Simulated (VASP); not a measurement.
# C9O in VASP: single point with PBE+D3(BJ)

Aim: the single point of C9O with PBE+D3(BJ).

All numbers are computed with VASP 6.6.1; they aren't measurements. Logs are shortened: lines on timing, memory, paths and dates and some standing lists are left out, and cuts for length are marked.

**1. The cell of the first run**

The cell holds a slab with vacuum, 10 atoms: a = 4.931 Å, b = 4.931 Å, c = 16.650 Å, α = 90.00°, β = 90.00°, γ = 120.00°.

**2. Single point, PBE+D3(BJ)**

INCAR reads:

```
SYSTEM = C9O
ALGO = Normal ; DIPOL = 0.5 0.5 0.288
EDIFF = 1E-6 ; ENCUT = 520
GGA = PE ; IDIPOL = 3
ISIF = 2 ; ISMEAR = 0
IVDW = 12 ; LASPH = .TRUE.
LCHARG = .FALSE. ; LDIPOL = .TRUE.
LREAL = .FALSE. ; LWAVE = .FALSE.
NBANDS = 32 ; NELM = 60
PREC = Accurate ; SIGMA = 0.1
```

KPOINTS reads:

```
k-points
0
G
  6 6 1
  0 0 0
```

POSCAR reads:

```
C9O
1.0
    4.9313048819      0.0000000000      0.0000000000
   -2.4656524409      4.2706353015      0.0000000000
    0.0000000000      0.0000000000     16.6500331942
C O
9 1
Direct
    0.3333333333      0.1666666666      0.2402407581
    0.3333333333      0.6666666666      0.2402407581
    0.8333333333      0.1666666667      0.2402407581
    0.8333333333      0.6666666666      0.2402407581
    0.1666666667      0.3333333334      0.2402407581
    0.1666666667      0.8333333333      0.2402407581
    0.6666666667      0.3333333334      0.2402407581
    0.6666666667      0.8333333333      0.2402407581
    0.5000000000      0.2500000000      0.4443235237
    0.5000000000      0.2500000000      0.5125526064
```

Potentials or basis: VASP PAW PBE potentials, release 64 (C, O).

Run with:

```console
cat potpaw_PBE.64/C/POTCAR potpaw_PBE.64/O/POTCAR > POTCAR
mpirun -np 1 vasp_std > vasp.out
```

OUTCAR:

```text
SYSTEM = C9O
   EDIFF = 1E-6
   ENCUT = 520
   GGA = PE
   ISIF = 2
   ISMEAR = 0
   IVDW = 12
   LASPH = .TRUE.
   LREAL = .FALSE.
   NELM = 60
   PREC = Accurate
 IVDW          = 12

 ion  position               nearest neighbor table
   1  0.333  0.167  0.240-   6 1.42   5 1.42   7 1.42
   2  0.333  0.667  0.240-   5 1.42   6 1.42   8 1.42
   3  0.833  0.167  0.240-   7 1.42   8 1.42   5 1.42
   4  0.833  0.667  0.240-   7 1.42   8 1.42   6 1.42
   5  0.167  0.333  0.240-   2 1.42   1 1.42   3 1.42
   6  0.167  0.833  0.240-   1 1.42   2 1.42   4 1.42
   7  0.667  0.333  0.240-   4 1.42   3 1.42   1 1.42
   8  0.667  0.833  0.240-   4 1.42   3 1.42   2 1.42
   9  0.500  0.250  0.444-  10 1.14
  10  0.500  0.250  0.513-   9 1.14

  LATTYP: Found a hexagonal cell.
 ALAT       =     4.9313048819
 C/A-ratio  =     3.3763950096

  Lattice vectors:

 A1 = (   4.9313048819,   0.0000000000,   0.0000000000)
 A2 = (  -2.4656524409,   4.2706353015,   0.0000000000)
 A3 = (   0.0000000000,   0.0000000000,  16.6500331942)

Analysis of symmetry for initial positions (statically):
=====================================================================
 Subroutine PRICEL returns:
 Original cell was already a primitive cell.

 Routine SETGRP: Setting up the symmetry group for a
 hexagonal supercell.

 Subroutine GETGRP returns: Found  4 space group operations
 (whereof  2 operations were pure point group operations)
 out of a pool of 24 trial point group operations.

The static configuration has the point symmetry C_1h.
 The point group associated with its full space group is C_2v.

Analysis of symmetry for dynamics (positions and initial velocities):
=====================================================================
 Subroutine PRICEL returns:
 Original cell was already a primitive cell.

 Routine SETGRP: Setting up the symmetry group for a
 hexagonal supercell.

 Subroutine GETGRP returns: Found  4 space group operations
 (whereof  2 operations were pure point group operations)
 out of a pool of 24 trial point group operations.

The dynamic configuration has the point symmetry C_1h.
 The point group associated with its full space group is C_2v.

 Subroutine INISYM returns: Found  4 space group operations
 (whereof  2 operations are pure point group operations),
 and found     1 'primitive' translations

----------------------------------------------------------------------------------------

                                     Primitive cell

  volume of cell :     350.6464

  direct lattice vectors                    reciprocal lattice vectors
     4.931304882  0.000000000  0.000000000     0.202786083  0.117078599  0.000000000
    -2.465652441  4.270635301  0.000000000     0.000000000  0.234157199  0.000000000
     0.000000000  0.000000000 16.650033194     0.000000000  0.000000000  0.060059940

  length of vectors
     4.931304882  4.931304882 16.650033194     0.234157199  0.234157199  0.060059940

  position of ions in fractional coordinates (direct lattice)
     0.333333333  0.166666667  0.240240758
     0.333333333  0.666666667  0.240240758
     0.833333333  0.166666667  0.240240758
     0.833333333  0.666666667  0.240240758
     0.166666667  0.333333333  0.240240758
     0.166666667  0.833333333  0.240240758
     0.666666667  0.333333333  0.240240758
     0.666666667  0.833333333  0.240240758
     0.500000000  0.250000000  0.444323524
     0.500000000  0.250000000  0.512552606

  ion indices of the primitive-cell ions
   primitive index   ion index
                 1           1
                 2           2
                 3           3
                 4           4
                 5           5
                 6           6
                 7           7
                 8           8
                 9           9
                10          10

----------------------------------------------------------------------------------------

 KPOINTS: k-points

Automatic generation of k-mesh.
 Grid dimensions read from file:
 generate k-points for:    6    6    1

 Generating k-lattice:

  Cartesian coordinates                     Fractional coordinates (reciprocal lattice)
     0.033797680  0.019513100  0.000000000     0.166666667  0.000000000  0.000000000
     0.000000000  0.039026200  0.000000000     0.000000000  0.166666667  0.000000000
     0.000000000  0.000000000  0.060059940     0.000000000  0.000000000  1.000000000

  Length of vectors
     0.039026200  0.039026200  0.060059940

  Shift w.r.t. Gamma in fractional coordinates (k-lattice)
     0.000000000  0.000000000  0.000000000

 Subroutine IBZKPT returns following result:
 ===========================================

 Found     13 irreducible k-points:

 Following reciprocal coordinates:
            Coordinates               Weight
  0.000000  0.000000  0.000000      1.000000
  0.166667 -0.000000  0.000000      2.000000
  0.000000  0.166667  0.000000      4.000000
  0.333333  0.000000  0.000000      2.000000
  0.000000  0.333333  0.000000      4.000000
  0.500000  0.000000  0.000000      1.000000
  0.000000  0.500000  0.000000      2.000000
  0.166667  0.166667  0.000000      4.000000
 -0.166667  0.333333  0.000000      2.000000
  0.333333  0.166667  0.000000      4.000000
 -0.166667  0.500000  0.000000      4.000000
  0.500000  0.333333  0.000000      4.000000
  0.333333  0.333333  0.000000      2.000000
   k-points           NKPTS =     13   k-points in BZ     NKDIM =     13   number of bands    NBANDS=     32
   number of dos      NEDOS =    301   number of ions     NIONS =     10
   total plane-waves  NPLWV = 201600
   dimension x,y,z NGX =    40 NGY =   40 NGZ =  126
   dimension x,y,z NGXF=    80 NGYF=   80 NGZF=  252
   ions per type =               9   1
   NGX,Y,Z   is equivalent  to a cutoff of  13.48, 13.48, 12.58 a.u.
   NGXF,Y,Z  is equivalent  to a cutoff of  26.97, 26.97, 25.16 a.u.
 SYSTEM =  C9O
   PREC   = accura    normal or accurate (medium, high low for compatibility)
   ISTART =      0    job   : 0-new  1-cont  2-samecut
   ICHARG =      2    charge: 1-file 2-atom 10-const
   ISPIN  =      1    spin polarized calculation?
   LNONCOLLINEAR =      F non collinear calculations
   LSORBIT =      F    spin-orbit coupling
   LASPH  =      T    aspherical Exc in radial PAW
   ENCUT  =  520.0 eV  38.22 Ry    6.18 a.u.   9.17  9.17 30.96*2*pi/ulx,y,z
   NELM   =     60;   NELMIN=  2; NELMDL= -5     # of ELM steps
   EDIFF  = 0.1E-05   stopping-criterion for ELM
   LREAL  =      F    real-space projection
   EDIFFG = 0.1E-04   stopping-criterion for IOM
   NSW    =      0    number of steps for IOM
   IBRION =     -1    ionic relax: 0-MD 1-quasi-New 2-CG
   NFREE  =      0    steps in history (QN), initial steepest desc. (CG)
   ISIF   =      2    stress and relaxation
   ISYM   =      2    0-nonsym 1-usesym 2-fastsym
   POTIM  = 0.5000    time-step for ionic-motion
   TEBEG  =    0.0;   TEEND  =   0.0 temperature during run
   PSTRESS=    0.0 pullay stress
   NELECT =      42.0000    total number of electrons
   NUPDOWN=      -1.0000    fix difference up-down
   EMIN   =  10.00;   EMAX   =-10.00  energy-range for DOS
   EFERMI =   0.00;   METHOD = LEGACY
   ISMEAR =     0;   SIGMA  =   0.10  broadening in eV -4-tet -1-fermi 0-gaus
   EFERMI_NEDOS =   21; number of points for ismear=-14 and -15
   IALGO  =     38    algorithm
   IMIX   =      4    mixing-type and parameters
     AMIX     =   0.40;   BMIX     =  1.00
     AMIX_MAG =   1.60;   BMIX_MAG =  1.00
  volume/ion in A,a.u.               =      35.06       236.63
  Fermi-wavevector in a.u.,A,eV,Ry     =   0.806990  1.524990  8.860559  0.651233
  Thomas-Fermi vector in A             =   1.915526
   LORBIT       =      0    0 simple, 1 ext, 2 COOP (PROOUT), +10 PAW based schemes
   GGA     = PE    functional components
   LHFCALC =     F    Hartree Fock is set to
   AEXX    =    0.0000 exact exchange contribution
   IVDW    =    12    specifies the selected vdW correction
   LEPSILON=     F    determine dielectric tensor
   LRPA    =     F    only Hartree local field effects (RPA)
 non-spin polarized calculation
 Gauss-broadening in eV      SIGMA  =   0.10
  energy-cutoff  :      520.00
  volume of cell :      350.65
 maximum number of plane-waves:      9451
 NGX is ok and might be reduce to    40
   NGX = 19   NGY = 19   NGZ = 61

 number of electron      41.9999997 magnetization

 dipolmoment           0.000000      0.000000     -0.022668 electrons x Angstroem

 Free energy of the ion-electron system (eV)
  ---------------------------------------------------
  ext. energy  EPLUGINS =         0.00000000
  ---------------------------------------------------
  free energy    TOTEN  =       -88.56459273 eV

  energy without entropy =      -88.55833037  energy(sigma->0) =      -88.56146155

 E-fermi :  -1.8658     XC(G=0):  -3.5836

 val. band max:       -1.8689769270   @ k =   0.3333   0.3333   0.0000
 cond. band min:      -1.8625800987   @ k =   0.3333   0.3333   0.0000
 fundamental gap:      0.0063968283
 Fermi energy:        -1.8657785129

 k-point     1 :       0.0000    0.0000    0.0000
  band No.  band energies     occupation
      1     -27.3097      2.00000
      2     -21.3876      2.00000
      3     -16.1477      2.00000
      4     -16.1445      2.00000
      5     -16.1417      2.00000
      6     -15.1049      2.00000
[... 24 lines left out ...]
     31       4.0737      0.00000
     32       5.5078      0.00000

 k-point     2 :       0.1667   -0.0000    0.0000
  band No.  band energies     occupation
      1     -27.3094      2.00000
      2     -21.2235      2.00000
      3     -17.4062      2.00000
      4     -16.5416      2.00000
      5     -16.5378      2.00000
      6     -14.4406      2.00000
[... 24 lines left out ...]
     31       4.3011      0.00000
     32       5.5871      0.00000

 k-point     3 :       0.0000    0.1667    0.0000
  band No.  band energies     occupation
      1     -27.3094      2.00000
      2     -21.2235      2.00000
      3     -17.4062      2.00000
      4     -16.5398      2.00000
      5     -16.5395      2.00000
      6     -14.4403      2.00000
[... 24 lines left out ...]
     31       4.3011      0.00000
     32       5.5859      0.00000

 k-point     4 :       0.3333    0.0000    0.0000
  band No.  band energies     occupation
      1     -27.3089      2.00000
      2     -20.7330      2.00000
      3     -18.8025      2.00000
      4     -16.9569      2.00000
      5     -16.9540      2.00000
      6     -13.2718      2.00000
[... 24 lines left out ...]
     31       4.8114      0.00000
     32       4.9710      0.00000

 k-point     5 :       0.0000    0.3333    0.0000
  band No.  band energies     occupation
      1     -27.3089      2.00000
      2     -20.7330      2.00000
      3     -18.8025      2.00000
      4     -16.9556      2.00000
      5     -16.9553      2.00000
      6     -13.2719      2.00000
[... 199 lines left out ...]
     31       4.6372      0.00000
     32       5.1922      0.00000

 k-point    11 :      -0.1667    0.5000    0.0000
  band No.  band energies     occupation
      1     -27.3086      2.00000
      2     -20.2454      2.00000
      3     -19.2800      2.00000
      4     -18.3317      2.00000
      5     -15.6807      2.00000
      6     -13.8184      2.00000
[... 24 lines left out ...]
     31       4.6381      0.00000
     32       5.1911      0.00000

 k-point    12 :       0.5000    0.3333    0.0000
  band No.  band energies     occupation
      1     -27.3086      2.00000
      2     -20.2454      2.00000
      3     -19.2800      2.00000
      4     -18.3317      2.00000
      5     -15.6808      2.00000
      6     -13.8183      2.00000
[... 24 lines left out ...]
     31       4.6380      0.00000
     32       5.1901      0.00000

 k-point    13 :       0.3333    0.3333    0.0000
  band No.  band energies     occupation
      1     -27.3084      2.00000
      2     -19.4450      2.00000
      3     -19.4428      2.00000
      4     -19.4329      2.00000
      5     -14.4634      2.00000
      6     -14.4632      2.00000
[... 24 lines left out ...]
     31       4.5102      0.00000
     32       4.5200      0.00000

------------------------ aborting loop because EDIFF is reached ----------------------------------------

 vacuum level on the upper side and lower side of the slab       (xc-potential included)        -0.251        -0.019

 Edisp (eV)   -0.83141

 E8    (eV) :    -0.2510

  FORCE on cell =-STRESS in cart. coord.  units (eV):
  Direction    XX          YY          ZZ          XY          YZ          ZX
  --------------------------------------------------------------------------------------
  -------------------------------------------------------------------------------------
  Total       0.20850     0.16797     0.89776     0.03509    -0.00000     0.00000
  in kB       0.95266     0.76750     4.10204     0.16035    -0.00000     0.00000
  external pressure =        1.94 kB  Pullay stress =        0.00 kB

 VOLUME and BASIS-vectors are now :
 -----------------------------------------------------------------------------
  energy-cutoff  :      520.00
  volume of cell :      350.65
      direct lattice vectors                 reciprocal lattice vectors
     4.931304882  0.000000000  0.000000000     0.202786083  0.117078599  0.000000000
    -2.465652441  4.270635301  0.000000000     0.000000000  0.234157199  0.000000000
     0.000000000  0.000000000 16.650033194     0.000000000  0.000000000  0.060059940

 POSITION                                       TOTAL-FORCE (eV/Angst)
 -----------------------------------------------------------------------------------
      1.23283      0.71177      4.00002         0.011414      0.006590     -0.039590
      0.00000      2.84709      4.00002        -0.006298     -0.003636      0.022875
      3.69848      0.71177      4.00002        -0.028307      0.010478      0.008079
      2.46565      2.84709      4.00002        -0.005079     -0.029753      0.008079
      0.00000      1.42355      4.00002         0.028307     -0.010478      0.008079
     -1.23283      3.55886      4.00002         0.005079      0.029753      0.008079
      2.46565      1.42355      4.00002        -0.011414     -0.006590     -0.039590
      1.23283      3.55886      4.00002         0.006298      0.003636      0.022875
      1.84924      1.06766      7.39800        -0.000000      0.000000     -0.876724
      1.84924      1.06766      8.53402        -0.000000      0.000000      0.877836
 -----------------------------------------------------------------------------------
    total drift:                               -0.000000     -0.000000     -0.000085

  FREE ENERGIE OF THE ION-ELECTRON SYSTEM (eV)
  ---------------------------------------------------
  free  energy   TOTEN  =       -89.3960001313 eV

  energy  without entropy=      -89.3897377677  energy(sigma->0) =      -89.39286895

 vacuum level on the upper side and lower side of the slab         2.116         2.374
```

Run time: 2.6 min. Hardware: 1 thread of Intel Xeon 6975P-C (Granite Rapids), shared host; peak memory 0.53 GiB.

What came out:

```
Free energy                : -89.3960 eV
Largest force              : 0.878 eV/Å
Band gap on the k mesh     : 0.01 eV
Dispersion energy per atom : -0.083 eV
```

Forces on the atoms (eV/Å):
```
C    0.011  0.007 -0.040
C   -0.006 -0.004  0.023
C   -0.028  0.010  0.008
C   -0.005 -0.030  0.008
C    0.028 -0.010  0.008
C    0.005  0.030  0.008
C   -0.011 -0.007 -0.040
C    0.006  0.004  0.023
C    0.000  0.000 -0.877
O    0.000  0.000  0.878
```
